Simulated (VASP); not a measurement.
Wanted: the native input for a VASP 6.6.1 run.

| Property | Result |
| --- | --- |
| Task | single point |
| Functional | PBE |
| Dispersion | D3(BJ) |
| Potentials or basis | VASP PAW PBE potentials, release 64 (Ba_sv, O_h) |
| Cutoff | 1340 eV |
| k mesh | 8 × 8 × 8 |
| Occupations | gaussian, width 0.02 eV |
| Spin | no spin polarisation |
| Dipole correction | no |
| Further INCAR settings | ALGO = Normal; EDIFF = 1e-06; NBANDS = 15 |

The structure of BaO lies in POSCAR:

```
BaO
1.0
    0.0000000000      2.7643618899      2.7643618899
    2.7643618899      0.0000000000      2.7643618899
    2.7643618899      2.7643618899      0.0000000000
Ba O
1 1
Direct
    0.0000000000      0.0000000000      0.0000000000
    0.5000000000      0.5000000000      0.5000000000
```

The input as run:

INCAR

```
ALGO = Normal ; EDIFF = 1E-6
ENCUT = 1340 ; GGA = PE
GGA_COMPAT = F ; ISIF = 2
ISMEAR = 0 ; IVDW = 12
LASPH = T ; LCHARG = T
LELF = T ; LREAL = F
LVHAR = T ; LWAVE = F
NBANDS = 15 ; NELM = 120
PREC = Accurate ; SIGMA = 0.02
```

KPOINTS

```
k-points
0
Gamma
  8 8 8
```

Potentials or basis: VASP PAW PBE potentials, release 64 (Ba_sv, O_h).

The run is started by

```bash
$ cat potpaw_PBE.64/Ba_sv/POTCAR potpaw_PBE.64/O_h/POTCAR > POTCAR
$ mpirun -np 1 vasp_std > vasp.out
```

Results of the run:

```yaml
Pressure: 1.7 GPa
Band_gap_on_the_k_mesh: 1.96 eV
Dispersion_energy_per_atom: -0.228 eV
```

Caveat: spin-orbit coupling is left out, which moves the levels of the heavy elements.

It took 2.5 min on 1 thread of AMD EPYC 7571 (shared host), peak memory 0.33 GiB.
